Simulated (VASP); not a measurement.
# HfTe4 (Pm-3m) in VASP: a series of runs

The runs below take HfTe4 through relaxation of cell and atoms, single point, with PBE.

Everything below comes from runs of VASP 6.6.1. Logs are shortened: lines on timing, memory, paths and dates and some standing lists are left out, and cuts for length are marked.

### 1 The cell of the first run

Symmetry: Pm-3m, No. 221, cubic system. The conventional cell has a = 5.283 Å, b = 5.283 Å, c = 5.283 Å, α = 90.00°, β = 90.00°, γ = 90.00°. Within 4.9 Å of Hf (site symmetry m-3m) lie 20 Te at 3.74 to 4.57 Å. Te (site symmetry m-3m) has 6 Te at 2.64 Å within 3.5 Å. Te (site symmetry 4/mmm) has 2 Te at 2.64 Å within 3.5 Å.

### 2 Relaxation of cell and atoms, PBE

File INCAR:

```
PREC = Accurate ; ENCUT = 500
EDIFF = 1E-7 ; ISMEAR = 0
SIGMA = 0.1 ; LREAL = F
LASPH = T ; NELM = 120
ALGO = Normal ; ISIF = 3
LWAVE = F ; LCHARG = F
GGA = PE ; IBRION = 2
NSW = 90 ; EDIFFG = -0.04
GGA_COMPAT = F ; NELMIN = 4
```

File KPOINTS:

```
Automatic mesh
0
Gamma
  4 4 4
```

File POSCAR:

```
HfTe4
1.0
    5.2825585300      0.0000000000      0.0000000000
    0.0000000000      5.2825585300      0.0000000000
    0.0000000000      0.0000000000      5.2825585300
Hf Te
1 4
Direct
    0.0000000000      0.0000000000      0.0000000000
    0.5000000000      0.5000000000      0.5000000000
    0.0000000000      0.5000000000      0.5000000000
    0.5000000000      0.0000000000      0.5000000000
    0.5000000000      0.5000000000      0.0000000000
```

Potentials or basis: VASP PAW PBE potentials, release 64 (Hf_pv, Te).

The run is started by

```
> cat potpaw_PBE.64/Hf_pv/POTCAR potpaw_PBE.64/Te/POTCAR > POTCAR
> mpirun -np 1 vasp_std > vasp.out
```

OUTCAR:

```text
PREC = Accurate
   ENCUT = 500
   EDIFF = 1E-7
   ISMEAR = 0
   LREAL = F
   LASPH = T
   NELM = 120
   ISIF = 3
   GGA = PE
   IBRION = 2
   NSW = 90
   EDIFFG = -0.04
   NELMIN = 4

 ion  position               nearest neighbor table
   1  0.000  0.000  0.000-   3 3.74   4 3.74   5 3.74   3 3.74   4 3.74   3 3.74   5 3.74   3 3.74
                             4 3.74   5 3.74   4 3.74   5 3.74
   2  0.500  0.500  0.500-   3 2.64   4 2.64   5 2.64   5 2.64   4 2.64   3 2.64
   3  0.000  0.500  0.500-   2 2.64   2 2.64   1 3.74   1 3.74   1 3.74   1 3.74
   4  0.500  0.000  0.500-   2 2.64   2 2.64   1 3.74   1 3.74   1 3.74   1 3.74
   5  0.500  0.500  0.000-   2 2.64   2 2.64   1 3.74   1 3.74   1 3.74   1 3.74

  LATTYP: Found a simple cubic cell.
 ALAT       =     5.2825585300

  Lattice vectors:

 A1 = (   5.2825585300,   0.0000000000,   0.0000000000)
 A2 = (   0.0000000000,   5.2825585300,   0.0000000000)
 A3 = (   0.0000000000,   0.0000000000,   5.2825585300)

Analysis of symmetry for initial positions (statically):
=====================================================================
 Subroutine PRICEL returns:
 Original cell was already a primitive cell.

 Routine SETGRP: Setting up the symmetry group for a
 simple cubic supercell.

 Subroutine GETGRP returns: Found 48 space group operations
 (whereof 48 operations were pure point group operations)
 out of a pool of 48 trial point group operations.

The static configuration has the point symmetry O_h .

Analysis of symmetry for dynamics (positions and initial velocities):
=====================================================================
 Subroutine PRICEL returns:
 Original cell was already a primitive cell.

 Routine SETGRP: Setting up the symmetry group for a
 simple cubic supercell.

 Subroutine GETGRP returns: Found 48 space group operations
 (whereof 48 operations were pure point group operations)
 out of a pool of 48 trial point group operations.

The dynamic configuration has the point symmetry O_h .

 Subroutine INISYM returns: Found 48 space group operations
 (whereof 48 operations are pure point group operations),
 and found     1 'primitive' translations

----------------------------------------------------------------------------------------

                                     Primitive cell

  volume of cell :     147.4120

  direct lattice vectors                    reciprocal lattice vectors
     5.282558530  0.000000000  0.000000000     0.189302209  0.000000000  0.000000000
     0.000000000  5.282558530  0.000000000     0.000000000  0.189302209  0.000000000
     0.000000000  0.000000000  5.282558530     0.000000000  0.000000000  0.189302209

  length of vectors
     5.282558530  5.282558530  5.282558530     0.189302209  0.189302209  0.189302209

  position of ions in fractional coordinates (direct lattice)
     0.000000000  0.000000000  0.000000000
     0.500000000  0.500000000  0.500000000
     0.000000000  0.500000000  0.500000000
     0.500000000  0.000000000  0.500000000
     0.500000000  0.500000000  0.000000000

  ion indices of the primitive-cell ions
   primitive index   ion index
                 1           1
                 2           2
                 3           3
                 4           4
                 5           5

----------------------------------------------------------------------------------------

 KPOINTS: Automatic mesh

Automatic generation of k-mesh.
 Grid dimensions read from file:
 generate k-points for:    4    4    4

 Generating k-lattice:

  Cartesian coordinates                     Fractional coordinates (reciprocal lattice)
     0.047325552  0.000000000  0.000000000     0.250000000  0.000000000  0.000000000
     0.000000000  0.047325552  0.000000000     0.000000000  0.250000000  0.000000000
     0.000000000  0.000000000  0.047325552     0.000000000  0.000000000  0.250000000

  Length of vectors
     0.047325552  0.047325552  0.047325552

  Shift w.r.t. Gamma in fractional coordinates (k-lattice)
     0.000000000  0.000000000  0.000000000

 Subroutine IBZKPT returns following result:
 ===========================================

 Found     10 irreducible k-points:

 Following reciprocal coordinates:
            Coordinates               Weight
  0.000000  0.000000  0.000000      1.000000
  0.250000  0.000000  0.000000      6.000000
  0.500000  0.000000  0.000000      3.000000
  0.250000  0.250000  0.000000     12.000000
  0.500000  0.250000  0.000000     12.000000
  0.500000  0.500000  0.000000      3.000000
  0.250000  0.250000  0.250000      8.000000
  0.500000  0.250000  0.250000     12.000000
  0.500000  0.500000  0.250000      6.000000
  0.500000  0.500000  0.500000      1.000000
   k-points           NKPTS =     10   k-points in BZ     NKDIM =     10   number of bands    NBANDS=     21
   number of dos      NEDOS =    301   number of ions     NIONS =      5
   total plane-waves  NPLWV =  64000
   dimension x,y,z NGX =    40 NGY =   40 NGZ =   40
   dimension x,y,z NGXF=    80 NGYF=   80 NGZF=   80
   ions per type =               1   4
   NGX,Y,Z   is equivalent  to a cutoff of  12.59, 12.59, 12.59 a.u.
   NGXF,Y,Z  is equivalent  to a cutoff of  25.18, 25.18, 25.18 a.u.
 SYSTEM =  unknown system
   PREC   = accura    normal or accurate (medium, high low for compatibility)
   ISTART =      0    job   : 0-new  1-cont  2-samecut
   ICHARG =      2    charge: 1-file 2-atom 10-const
   ISPIN  =      1    spin polarized calculation?
   LNONCOLLINEAR =      F non collinear calculations
   LSORBIT =      F    spin-orbit coupling
   LASPH  =      T    aspherical Exc in radial PAW
   ENCUT  =  500.0 eV  36.75 Ry    6.06 a.u.   9.63  9.63  9.63*2*pi/ulx,y,z
   NELM   =    120;   NELMIN=  4; NELMDL= -5     # of ELM steps
   EDIFF  = 0.1E-06   stopping-criterion for ELM
   LREAL  =      F    real-space projection
   EDIFFG = -.4E-01   stopping-criterion for IOM
   NSW    =     90    number of steps for IOM
   IBRION =      2    ionic relax: 0-MD 1-quasi-New 2-CG
   NFREE  =      1    steps in history (QN), initial steepest desc. (CG)
   ISIF   =      3    stress and relaxation
   ISYM   =      2    0-nonsym 1-usesym 2-fastsym
   POTIM  = 0.5000    time-step for ionic-motion
   TEBEG  =    0.0;   TEEND  =   0.0 temperature during run
   PSTRESS=    0.0 pullay stress
   NELECT =      34.0000    total number of electrons
   NUPDOWN=      -1.0000    fix difference up-down
   EMIN   =  10.00;   EMAX   =-10.00  energy-range for DOS
   EFERMI =   0.00;   METHOD = LEGACY
   ISMEAR =     0;   SIGMA  =   0.10  broadening in eV -4-tet -1-fermi 0-gaus
   EFERMI_NEDOS =   21; number of points for ismear=-14 and -15
   IALGO  =     38    algorithm
   IMIX   =      4    mixing-type and parameters
     AMIX     =   0.40;   BMIX     =  1.00
     AMIX_MAG =   1.60;   BMIX_MAG =  1.00
  volume/ion in A,a.u.               =      29.48       198.96
  Fermi-wavevector in a.u.,A,eV,Ry     =   1.003976  1.897240 13.714244  1.007969
  Thomas-Fermi vector in A             =   2.136563
   LORBIT       =      0    0 simple, 1 ext, 2 COOP (PROOUT), +10 PAW based schemes
   GGA     = PE    functional components
   LHFCALC =     F    Hartree Fock is set to
   AEXX    =    0.0000 exact exchange contribution
   IVDW    =     0    specifies the selected vdW correction
   LEPSILON=     F    determine dielectric tensor
   LRPA    =     F    only Hartree local field effects (RPA)
 conjugate gradient relaxation of ions
 non-spin polarized calculation
 Gauss-broadening in eV      SIGMA  =   0.10
  energy-cutoff  :      500.00
  volume of cell :      147.41
 maximum number of plane-waves:      3840
 NGX is ok and might be reduce to    40
   NGX = 19   NGY = 19   NGZ = 19

--------------------------------------- Ionic step        1  -------------------------------------------

 number of electron      33.9999995 magnetization

 Free energy of the ion-electron system (eV)
  ---------------------------------------------------
  ext. energy  EPLUGINS =         0.00000000
  ---------------------------------------------------
  free energy    TOTEN  =       -17.11297898 eV

  energy without entropy =      -17.09516118  energy(sigma->0) =      -17.10407008

 E-fermi :   6.9132     XC(G=0):  -9.7637

 val. band max:        6.8928080820   @ k =   0.2500   0.2500   0.2500
 cond. band min:       6.9624438606   @ k =   0.2500   0.0000   0.0000
 fundamental gap:      0.0696357786
 Fermi energy:         6.9132296558

 k-point     1 :       0.0000    0.0000    0.0000
  band No.  band energies     occupation
      1     -26.2354      2.00000
      2     -26.2354      2.00000
      3     -26.2354      2.00000
      4      -8.6283      2.00000
      5      -3.8135      2.00000
      6      -3.8135      2.00000
[... 13 lines left out ...]
     20       6.8896      1.26203
     21       6.8896      1.26203
[... 275 lines left out ...]
 POSITION                                       TOTAL-FORCE (eV/Angst)
 -----------------------------------------------------------------------------------
      0.00000      0.00000      0.00000         0.000000      0.000000      0.000000
      2.93993      2.93993      2.93993        -0.000000     -0.000000      0.000000
     -0.00000      2.93993      2.93993        -0.000000     -0.000000      0.000000
      2.93993     -0.00000      2.93993        -0.000000     -0.000000      0.000000
      2.93993      2.93993      0.00000         0.000000      0.000000      0.000000
 -----------------------------------------------------------------------------------
    total drift:                                0.000000     -0.000000     -0.000000

  FREE ENERGIE OF THE ION-ELECTRON SYSTEM (eV)
  ---------------------------------------------------
  free  energy   TOTEN  =       -17.8201345918 eV

  energy  without entropy=      -17.8085714204  energy(sigma->0) =      -17.81435301

--------------------------------------- Ionic step        3  -------------------------------------------

 number of electron      34.0000003 magnetization

 Free energy of the ion-electron system (eV)
  ---------------------------------------------------
  ext. energy  EPLUGINS =         0.00000000
  ---------------------------------------------------
  free energy    TOTEN  =       -18.15516228 eV

  energy without entropy =      -18.14541980  energy(sigma->0) =      -18.15029104

 E-fermi :   4.7433     XC(G=0):  -8.9462

 val. band max:        4.6405522271   @ k =   0.5000   0.5000   0.2500
 cond. band min:       4.7554178519   @ k =   0.0000   0.0000   0.0000
 fundamental gap:      0.1148656249
 Fermi energy:         4.7433231625

 k-point     1 :       0.0000    0.0000    0.0000
  band No.  band energies     occupation
      1     -28.7288      2.00000
      2     -28.7288      2.00000
      3     -28.7288      2.00000
      4      -9.2284      2.00000
      5      -5.5738      2.00000
      6      -5.5738      2.00000
[... 13 lines left out ...]
     20       4.8319      0.21056
     21       4.8319      0.21056
[... 236 lines left out ...]
 POSITION                                       TOTAL-FORCE (eV/Angst)
 -----------------------------------------------------------------------------------
      0.00000      0.00000      0.00000         0.000000      0.000000      0.000000
      2.81737      2.81737      2.81737         0.000000     -0.000000      0.000000
     -0.00000      2.81737      2.81737        -0.000000     -0.000000      0.000000
      2.81737     -0.00000      2.81737         0.000000     -0.000000      0.000000
      2.81737      2.81737      0.00000         0.000000      0.000000      0.000000
 -----------------------------------------------------------------------------------
    total drift:                                0.000000     -0.000000     -0.000000

  FREE ENERGIE OF THE ION-ELECTRON SYSTEM (eV)
  ---------------------------------------------------
  free  energy   TOTEN  =       -18.1551622759 eV

  energy  without entropy=      -18.1454197976  energy(sigma->0) =      -18.15029104

 reached required accuracy - stopping structural energy minimisation
```

Run time: 2.3 min. Hardware: 1 thread of Intel Xeon Platinum 8259CL at 2.50GHz (Skylake/Cascade Lake), shared host; peak memory 0.25 GiB.

Results:

```
Free energy                            : -18.1552 eV
Relaxed volume                         : 35.78 Å³/atom
Relaxed cell                           : a = 5.635 Å, b = 5.635 Å, c = 5.635 Å, α = 90.00°, β = 90.00°, γ = 90.00°
Space group after relaxing (to 0.05 Å) : Pm-3m (No. 221)
Energy gained by relaxing              : 208.4 meV/atom
Ionic steps                            : 3
Pressure after relaxing                : 0.0 GPa
Band gap on the k mesh                 : zero (band 17 reaches 5.01 eV, above the bottom of band 18 at 4.41 eV)
```

The path:
```csv
step,energy change (eV),largest force (eV/Å),pressure (GPa),volume (Å³)
1,0.0000,0.0000,12.74,147.41
2,-0.7072,0.0000,-3.88,203.28
3,-1.0422,0.0000,0.01,178.90
```

Final structure:
```cif
data_structure
_symmetry_space_group_name_H-M 'P 1'
_symmetry_Int_Tables_number 1
_cell_length_a 5.6347
_cell_length_b 5.6347
_cell_length_c 5.6347
_cell_angle_alpha 90.000
_cell_angle_beta 90.000
_cell_angle_gamma 90.000
_cell_volume 178.90
loop_
_atom_site_label
_atom_site_type_symbol
_atom_site_fract_x
_atom_site_fract_y
_atom_site_fract_z
_atom_site_occupancy
Hf1 Hf 0.00000 0.00000 0.00000 1
Te1 Te 0.50000 0.50000 0.50000 1
Te2 Te 0.00000 0.50000 0.50000 1
Te3 Te 0.50000 0.00000 0.50000 1
Te4 Te 0.50000 0.50000 0.00000 1
```

Caveat: the volume moved by over 15 % at a fixed basis, so the end points are rough; spin-orbit coupling is left out, which moves the levels of the heavy elements.

### 3 Single point, PBE

This run uses another cell than the first one, of 35.75 Å³/atom, 1.213 times its volume.

File INCAR:

```
SYSTEM = HfTe4
PREC = Accurate ; ENCUT = 500
EDIFF = 1E-6 ; ISMEAR = 0
SIGMA = 0.1 ; LREAL = .False.
LASPH = .True. ; NELM = 120
ALGO = Normal ; ISIF = 2
LWAVE = .False. ; LCHARG = .False.
GGA = PE ; NBANDS = 25
GGA_COMPAT = .False.
```

File KPOINTS:

```
Automatic mesh
0
Gamma
  8 8 8
  0 0 0
```

POSCAR, as its differences from that of step 2:

```diff
@@ -2,5 +2,5 @@
 1.0
-    5.2825585300      0.0000000000      0.0000000000
-    0.0000000000      5.2825585300      0.0000000000
-    0.0000000000      0.0000000000      5.2825585300
+    5.6333529263      0.0000000000      0.0000000000
+    0.0000000000      5.6333529263      0.0000000000
+    0.0000000000      0.0000000000      5.6333529263
 Hf Te
```

Potentials or basis: VASP PAW PBE potentials, release 64 (Hf_pv, Te).

The run is started by

```
> cat potpaw_PBE.64/Hf_pv/POTCAR potpaw_PBE.64/Te/POTCAR > POTCAR
> mpirun -np 1 vasp_std > vasp.out
```

Wall time 3.4 min (1 thread of Intel Xeon Platinum 8259CL at 2.50GHz (Skylake/Cascade Lake), shared host); peak memory 0.33 GiB.

It converged, with:

```
Free energy            : -17.9186 eV
Pressure               : 0.0 GPa
Band gap on the k mesh : zero (band 17 reaches 5.14 eV, above the bottom of band 18 at 4.33 eV)
```

Levels at points of the mesh, in eV from the Fermi level:
```tsv
k point	band 13	band 14	band 15	band 16	band 17	band 18	band 19	band 20	band 21	band 22
(0.00, 0.00, 0.00)	-1.53	-1.36	-1.31	-1.31	-1.31	-0.09	-0.09	-0.01	-0.01	-0.01
(0.50, 0.00, 0.00)	-2.18	-1.74	-1.72	-1.72	-1.19	0.07	0.35	0.97	1.03	1.03
(0.50, 0.50, 0.00)	-2.44	-1.78	-1.11	-1.11	-0.78	-0.45	-0.26	0.70	0.92	0.99
(0.50, 0.50, 0.50)	-1.70	-1.62	-1.62	-1.62	0.02	0.02	0.02	0.19	0.19	0.19
```

Caveat: spin-orbit coupling is left out, which moves the levels of the heavy elements.

### 4 Relaxation of cell and atoms, PBE

This run uses another cell than the first one, of 35.82 Å³/atom, 1.215 times its volume.

File INCAR:

```
SYSTEM = HfTe4
PREC = Accurate
ENCUT = 500
EDIFF = 1E-7
ISMEAR = 0
SIGMA = 0.1
LREAL = .False.
LASPH = .True.
NELM = 120
ALGO = Normal
ISIF = 3
LWAVE = .False.
LCHARG = .False.
GGA = PE
IBRION = 2
NSW = 100
EDIFFG = -0.01
GGA_COMPAT = .False.
NELMIN = 4
```

KPOINTS is that of step 3.

POSCAR, as its differences from that of step 3:

```diff
@@ -2,5 +2,5 @@
 1.0
-    5.6333529263      0.0000000000      0.0000000000
-    0.0000000000      5.6333529263      0.0000000000
-    0.0000000000      0.0000000000      5.6333529263
+    5.6370184830      0.0000000000      0.0000000000
+    0.0000000000      5.6370184830      0.0000000000
+    0.0000000000      0.0000000000      5.6370184830
 Hf Te
```

The run is started by

```
> cat potpaw_PBE.64/Hf_pv/POTCAR potpaw_PBE.64/Te/POTCAR > POTCAR
> mpirun -np 1 vasp_std > vasp.out
```

It took 4.8 min on 1 thread of Intel Xeon Platinum 8259CL at 2.50GHz (Skylake/Cascade Lake), shared host; peak memory 0.34 GiB.

The run converged. Its results:

| Quantity | Value |
| --- | --- |
| Free energy | -17.9184 eV |
| Relaxed volume | 35.71 Å³/atom |
| Relaxed cell | a = 5.631 Å, b = 5.631 Å, c = 5.631 Å, α = 90.00°, β = 90.00°, γ = 90.00° |
| Space group after relaxing (to 0.05 Å) | Pm-3m (No. 221) |
| Energy gained by relaxing | 0.0 meV/atom |
| Ionic steps | 2 |
| Pressure after relaxing | 0.0 GPa |

The path:
```csv
step,energy change (eV),largest force (eV/Å),pressure (GPa),volume (Å³)
1,0.0000,0.0000,-0.10,179.12
2,-0.0001,0.0000,0.03,178.56
```

Final structure:
```
Hf Te
1.0
     5.63112    0.00000    0.00000
     0.00000    5.63112    0.00000
     0.00000    0.00000    5.63112
Hf Te
1 4
Cartesian
  0.0000 0.0000 0.0000
  2.8156 2.8156 2.8156
  0.0000 2.8156 2.8156
  2.8156 0.0000 2.8156
  2.8156 2.8156 0.0000
```

Levels at points of the mesh, in eV from the Fermi level:
```tsv
k point	band 13	band 14	band 15	band 16	band 17	band 18	band 19	band 20	band 21
(0.00, 0.00, 0.00)	-1.53	-1.36	-1.32	-1.32	-1.32	-0.09	-0.09	-0.01	-0.01
(0.50, 0.00, 0.00)	-2.19	-1.75	-1.72	-1.72	-1.19	0.07	0.35	0.97	1.03
(0.50, 0.50, 0.00)	-2.44	-1.78	-1.11	-1.11	-0.78	-0.45	-0.26	0.70	0.92
(0.50, 0.50, 0.50)	-1.70	-1.63	-1.63	-1.63	0.02	0.02	0.02	0.19	0.19
```

Caveat: the bands computed are all filled at some k points, so no gap is given; spin-orbit coupling is left out, which moves the levels of the heavy elements.

### 5 Summary

| task | cell | k mesh | gap on the mesh (eV) | pressure (GPa) | relaxed volume (Å³/atom) |
| --- | --- | --- | --- | --- | --- |
| relaxation of cell and atoms | relaxed from a = 5.283 Å, 5 atoms | 4 × 4 × 4 | none | 0.0 | 35.78 |
| single point | a = 5.633 Å, 5 atoms | 8 × 8 × 8 | none | 0.0 | - |
| relaxation of cell and atoms | relaxed from a = 5.637 Å, 5 atoms | 8 × 8 × 8 | - | 0.0 | 35.71 |

Alike in all rows: level PBE; potentials or basis VASP PAW PBE potentials, release 64 (Hf_pv, Te); no spin polarisation; cutoff (eV) 500; smearing gaussian 0.1 eV.

Caveats: spin-orbit coupling is left out, which moves the levels of the heavy elements; the volume moved by over 15 % at a fixed basis, so the end points are rough (some runs); the bands computed are all filled at some k points, so no gap is given (some runs).

Absolute energies hang on the potentials; compare differences alone.
